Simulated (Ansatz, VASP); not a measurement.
## One calculation of BP, two programs

File INCAR:

```
SYSTEM = BP
ALGO = Normal
EDIFF = 1E-8
ENCUT = 520
GGA = PE
ISIF = 2
ISMEAR = -1
LASPH = .True.
LCHARG = .False.
LEFG = .True.
LREAL = .False.
LWAVE = .False.
NBANDS = 11
NELM = 100
PREC = Accurate
SIGMA = 0.05
```

The input KPOINTS:

```
k-points
0
Gamma
  15 15 15
  0 0 0
```

The input POSCAR:

```
BP
1.0
    0.0000000000      2.2765382614      2.2765382614
    2.2765382614      0.0000000000      2.2765382614
    2.2765382614      2.2765382614      0.0000000000
B P
1 1
Direct
    0.0000000000      0.0000000000      0.0000000000
    0.7500000000      0.7500000000      0.7500000000
```

Input for Ansatz:

```yaml
crystal:
  lattice:
    - [0.0, 2.2765382614, 2.2765382614]
    - [2.2765382614, 0.0, 2.2765382614]
    - [2.2765382614, 2.2765382614, 0.0]
  atoms:
    - { symbol: B, position: [0.0, 0.0, 0.0] }
    - { symbol: P, position: [0.75, 0.75, 0.75] }
kpoints:
  mp_grid: { grid: [15, 15, 15] }
scf:
  occupations: { method: fermi_dirac, width: 0.05 }
hamiltonian:
  xc: pbe
  pseudopotentials: { kind: all_electron, datasets: crystal }
output:
  forces: true
  stress: true
  eigenvalues: true
  efg: { contact_densities: true }
```

Change from the starting cell: volume scaled by 1.01, crystal datasets.

Alike in both runs: task electric field gradients; functional PBE; k mesh 15 × 15 × 15; occupations fermi-dirac, width 0.05 eV; no spin polarisation.

|  | VASP | Ansatz |
| --- | --- | --- |
| version | VASP 6.6.1 | Ansatz 0.2.0 |
| potentials or method | VASP PAW PBE potentials, release 64 (B, P), cutoff 520 eV | all-electron PAW with datasets made for the crystal, scalar-relativistic |

```tsv
	VASP	Ansatz	Ansatz less VASP
pressure (GPa)	-0.7	-0.5	+0.18
```

Ansatz ran all-electron here, and VASP with PAW potentials.
